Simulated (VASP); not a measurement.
Write the native input for VASP 6.6.1 that does the following.

```yaml
Task: single point
Functional: PBE
Dispersion: D3(BJ)
Potentials_or_basis: VASP PAW PBE potentials, release 64 (Se, Mo_sv)
Cutoff: 520 eV
k_mesh: 9 × 9 × 1
Occupations: gaussian, width 0.02 eV
Spin: no spin polarisation
Dipole_correction: yes
Further_INCAR_settings: ALGO = Normal; EDIFF = 1e-07; NBANDS = 64
```

The structure of MoSe2 lies in POSCAR:

```
MoSe2
1.0
    3.2767014478      0.0000000000      0.0000000000
   -1.6383507239      2.8377066944      0.0000000000
    0.0000000000      0.0000000000     70.8915939351
Se Mo
8 4
Direct
    0.3333333333      0.6666666667      0.3416892912
    0.3333333333      0.6666666667      0.3889236913
    0.6666666667      0.3333333333      0.4314849637
    0.6666666667      0.3333333333      0.4787193638
    0.3333333333      0.6666666667      0.5212806362
    0.3333333333      0.6666666667      0.5685150363
    0.6666666667      0.3333333333      0.6110763087
    0.6666666667      0.3333333333      0.6583107088
    0.6666666667      0.3333333333      0.3653064913
    0.3333333333      0.6666666667      0.4551021638
    0.6666666667      0.3333333333      0.5448978362
    0.3333333333      0.6666666667      0.6346935087
```

This cell differs from its parent crystal: a layer taken out of the bulk.

These files were run (other wordings do the same):

INCAR

```
PREC = Accurate ; ENCUT = 520
EDIFF = 1E-7 ; ISMEAR = 0
SIGMA = 0.02 ; LREAL = F
LASPH = T ; NELM = 100
ALGO = Normal ; ISIF = 2
LWAVE = F ; LCHARG = F
LDIPOL = T ; IDIPOL = 3
DIPOL = 0.5 0.5 0.500 ; GGA = PE
IVDW = 12 ; NBANDS = 64
```

KPOINTS

```
Automatic mesh
0
Gamma
  9 9 1
```

Potentials or basis: VASP PAW PBE potentials, release 64 (Se, Mo_sv).

Run with:

```console
$ cat potpaw_PBE.64/Se/POTCAR potpaw_PBE.64/Mo_sv/POTCAR > POTCAR
$ mpirun -np 1 vasp_std > vasp.out
```

Results of the run:

| Item | Value |
| --- | --- |
| Largest force | 0.063 eV/Å |
| Band gap on the k mesh | 0.95 eV (least direct gap 1.49 eV) |
| Dispersion energy per atom | -0.445 eV |

Caveat: the cell differs from its parent crystal (a layer taken out of the bulk).

Wall time 11 min on 1 thread of Intel(R) Xeon(R) 6975P-C (Granite Rapids) (shared host), peak memory 0.84 GiB.
